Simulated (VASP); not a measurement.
# CoO (R-3m) in VASP: notebook, part 2 of 2

VASP 6.6.1. Earlier steps stand in the parts before.

## 5. Single point, PBE, collinear spin, ferromagnetic start

This run uses another cell than the first one, of 9.58 Å³/atom, 1.042 times its volume.

The input, INCAR:

```
PREC     = Accurate       # precision mode
ENCUT    = 520            # plane-wave cutoff, eV
EDIFF    = 1E-7           # SCF threshold, eV
ISMEAR   = -1             # smearing method
SIGMA    = 0.05           # smearing width, eV
LREAL    = F              # projectors in reciprocal space
LASPH    = T              # aspherical terms in the spheres
NELM     = 150            # most SCF steps
ALGO     = Normal         # electronic algorithm
ISIF     = 2              # what is computed and relaxed
LWAVE    = F              # write WAVECAR
LCHARG   = T              # write CHGCAR
ISPIN    = 2              # spin polarisation
MAGMOM   = 2 0            # initial moments
LORBIT   = 11             # projections on sites
LMAXMIX  = 4              # l up to which the mixer works
GGA      = PE             # functional
LELF     = T              # ELF
LVHAR    = T            
NBANDS   = 18             # bands
```

The input, KPOINTS:

```
regular mesh
0
Gamma
  11 11 11
```

The input, POSCAR:

```
CoO
1.0
    1.5054695445      0.8691832468      2.4399269062
   -1.5054695445      0.8691832468      2.4399269062
    0.0000000000     -1.7383664936      2.4399269062
Co O
1 1
Direct
    0.0000000000      0.0000000000      0.0000000000
    0.5000000000      0.5000000000      0.5000000000
```

Potentials or basis: VASP PAW PBE potentials, release 64 (Co, O).

Launch:

```
$ cat potpaw_PBE.64/Co/POTCAR potpaw_PBE.64/O/POTCAR > POTCAR
$ mpirun -np 1 vasp_std > vasp.out
```

OUTCAR:

```text
PREC = Accurate
   ENCUT = 520
   EDIFF = 1E-7
   ISMEAR = -1
   LREAL = F
   LASPH = T
   NELM = 150
   ISIF = 2
   ISPIN = 2
   LORBIT = 11
   GGA = PE

 ion  position               nearest neighbor table
   1  0.000  0.000  0.000-   2 2.12   2 2.12   2 2.12   2 2.12   2 2.12   2 2.12
   2  0.500  0.500  0.500-   1 2.12   1 2.12   1 2.12   1 2.12   1 2.12   1 2.12

  LATTYP: Found a trigonal (rhomboedric) cell.
 ALAT       =     2.9958573687
 COS(alpha) =     0.4949531368

  Lattice vectors:

 A1 = (   1.5054695445,   0.8691832468,   2.4399269062)
 A2 = (  -1.5054695445,   0.8691832468,   2.4399269062)
 A3 = (   0.0000000000,  -1.7383664936,   2.4399269062)

Analysis of symmetry for initial positions (statically):
=====================================================================
 Subroutine PRICEL returns:
 Original cell was already a primitive cell.

 Routine SETGRP: Setting up the symmetry group for a
 trigonal (rhombohedral) supercell.

 Subroutine GETGRP returns: Found 12 space group operations
[... 691 lines left out ...]
 [... further k-points ...]

 spin component 2

 k-point     1 :       0.0000    0.0000    0.0000
  band No.  band energies     occupation
      1     -11.7516      1.00000
      2       5.4044      1.00000
      3       5.4044      1.00000
      4       5.4576      1.00000
      5       6.9047      1.00000
      6       6.9047      1.00000
[... 493 lines left out ...]
     17      36.4570      0.00000
     18      38.2595      0.00000

 [... further k-points ...]
[... 5 lines left out ...]
  --------------------------------------------------------------------------------------
  -------------------------------------------------------------------------------------
  Total       -0.0611808     -0.0611808     -0.1090129      0.0000000      0.0000000      0.0000000
  in kB       -5.1169833     -5.1169833     -9.1175284      0.0000000      0.0000000      0.0000000
  external PRESSURE =      -6.4504983 kB  Pullay stress =       0.0000000 kB

 VOLUME and BASIS-vectors are now :
 -----------------------------------------------------------------------------
  energy-cutoff  :      520.00
  volume of cell :       19.16
      direct lattice vectors                 reciprocal lattice vectors
     1.505469544  0.869183247  2.439926906     0.332122295  0.191750896  0.136616114
    -1.505469544  0.869183247  2.439926906    -0.332122295  0.191750896  0.136616114
     0.000000000 -1.738366494  2.439926906     0.000000000 -0.383501793  0.136616114

 POSITION                                       TOTAL-FORCE (eV/Angst)
 -----------------------------------------------------------------------------------
      0.00000      0.00000      0.00000        -0.000000     -0.000000     -0.000000
      0.00000      0.00000      3.65989         0.000000      0.000000      0.000000
 -----------------------------------------------------------------------------------
    total drift:                               -0.000000      0.000000     -0.000000

  FREE ENERGIE OF THE ION-ELECTRON SYSTEM (eV)
  ---------------------------------------------------
  free  energy   TOTEN  =       -13.0642307816 eV

  energy  without entropy=      -13.0298561287  energy(sigma->0) =      -13.04704346

 total charge

# of ion       s       p       d       tot
------------------------------------------
    1        0.296   0.362   7.151   7.809
    2        1.556   3.427   0.000   4.983
--------------------------------------------------
tot          1.852   3.788   7.151  12.792

 magnetization (x)

# of ion       s       p       d       tot
------------------------------------------
    1        0.021   0.018   2.497   2.536
    2        0.029   0.261   0.000   0.289
--------------------------------------------------
tot          0.049   0.278   2.497   2.825
```

OSZICAR:

```text
N       E                     dE             d eps       ncg     rms          rms(c)
DAV:   1     0.776763306006E+02    0.77676E+02   -0.65440E+03 10960   0.958E+02
DAV:   2    -0.106444039751E+02   -0.88321E+02   -0.76246E+02 11040   0.222E+02
DAV:   3    -0.153957589160E+02   -0.47514E+01   -0.45874E+01 12222   0.546E+01
DAV:   4    -0.154437819557E+02   -0.48023E-01   -0.47984E-01 12870   0.525E+00
DAV:   5    -0.154448550004E+02   -0.10730E-02   -0.10729E-02 12954   0.786E-01    0.166E+01
DAV:   6    -0.143247687413E+02    0.11201E+01   -0.16496E+01 13624   0.601E+01    0.198E+01
DAV:   7    -0.131748569017E+02    0.11499E+01   -0.68971E+00 13066   0.468E+01    0.808E+00
DAV:   8    -0.130790395346E+02    0.95817E-01   -0.38603E-01 15032   0.960E+00    0.418E+00
DAV:   9    -0.130814012418E+02   -0.23617E-02   -0.22816E-01 15532   0.799E+00    0.279E+00
DAV:  10    -0.130665475737E+02    0.14854E-01   -0.75781E-02 15564   0.518E+00    0.679E-01
DAV:  11    -0.130642977700E+02    0.22498E-02   -0.21754E-02 14796   0.215E+00    0.278E-01
DAV:  12    -0.130642162345E+02    0.81535E-04   -0.21922E-03 15214   0.635E-01    0.487E-02
DAV:  13    -0.130642357403E+02   -0.19506E-04   -0.11614E-04 12336   0.103E-01    0.422E-02
DAV:  14    -0.130642291688E+02    0.65716E-05   -0.47048E-06 14386   0.227E-02    0.129E-02
DAV:  15    -0.130642307422E+02   -0.15734E-05   -0.24339E-06 13984   0.200E-02    0.898E-03
DAV:  16    -0.130642307753E+02   -0.33157E-07   -0.16968E-06 14632   0.179E-02    0.208E-03
DAV:  17    -0.130642307816E+02   -0.62364E-08   -0.37423E-07 10794   0.554E-03
   1 F= -.13064231E+02 E0= -.13047043E+02  d E =-.343747E-01  mag=     2.8745
```

stdout:

```text
POSCAR found type information on POSCAR CoO
 POSCAR found :  2 types and       2 ions
 scaLAPACK will be used
 LDA part: xc-table for (Slater+PW92), standard interpolation
 POSCAR, INCAR and KPOINTS ok, starting setup
 FFT: planning ... GRIDC
 FFT: planning ... GRID_SOFT
 FFT: planning ... GRID
 WAVECAR not read
 entering main loop
```

It took 41 s on 1 thread of Intel Xeon 6975P-C (Granite Rapids), shared host; peak memory 0.2 GiB.

What came out:

| Item | Value |
| --- | --- |
| Free energy | -13.0642 eV |
| Pressure | -0.6 GPa |
| Net moment | 2.87 μB per cell |
| Site moments | Co +2.54; O +0.29 μB |
| Valence electrons inside the program's atomic spheres | Co 7.81; O 4.98 |

Levels at points of the mesh, in eV from the Fermi level:
Spin up:
```
           k point  band 7  band 8  band 9  band 10  band 11  band 12
(0.00, 0.00, 0.00)   -3.07   -3.07   -3.02     1.05    16.89    18.14
```
Spin down:
| k point | band 2 | band 3 | band 4 | band 5 | band 6 | band 7 | band 8 | band 9 | band 10 | band 11 |
| --- | --- | --- | --- | --- | --- | --- | --- | --- | --- | --- |
| (0.00, 0.00, 0.00) | -2.62 | -2.62 | -2.57 | -1.12 | -1.12 | -1.10 | 0.06 | 0.06 | 1.58 | 16.80 |

Caveat: a cell with one magnetic atom can't hold antiferromagnetic order, which such compounds often take; semilocal functionals often make such compounds metallic where correlation or magnetic order opens a gap, which also shifts bond lengths.

## 6. The runs side by side

| level | potentials or basis | cell | gap on the mesh (eV) | pressure (GPa) | moment (μB) |
| --- | --- | --- | --- | --- | --- |
| LDA | VASP PAW LDA potentials, release 64 (Co, O) | a = 2.955 Å, angles 60.3°, 2 atoms | none | -16.0 | 2.38 |
| LDA | VASP PAW LDA potentials, release 64 (Co, O) | a = 2.976 Å, angles 60.3°, 2 atoms | none | -18.0 | 2.53 |
| LDA | VASP PAW LDA potentials, release 64 (Co, O) | a = 2.996 Å, angles 60.3°, 2 atoms | none | -19.4 | 2.71 |
| PBE | VASP PAW PBE potentials, release 64 (Co, O) | a = 2.996 Å, angles 60.3°, 2 atoms | none | -0.6 | 2.87 |

Alike in all rows: task single point; spin collinear, ferromagnetic start; k mesh 11 × 11 × 11; cutoff (eV) 520; smearing fermi-dirac 0.05 eV.

Caveats: a cell with one magnetic atom can't hold antiferromagnetic order, which such compounds often take; semilocal functionals often make such compounds metallic where correlation or magnetic order opens a gap, which also shifts bond lengths.

Total energies depend on the potentials used, so only differences within one code and one set of settings carry meaning.
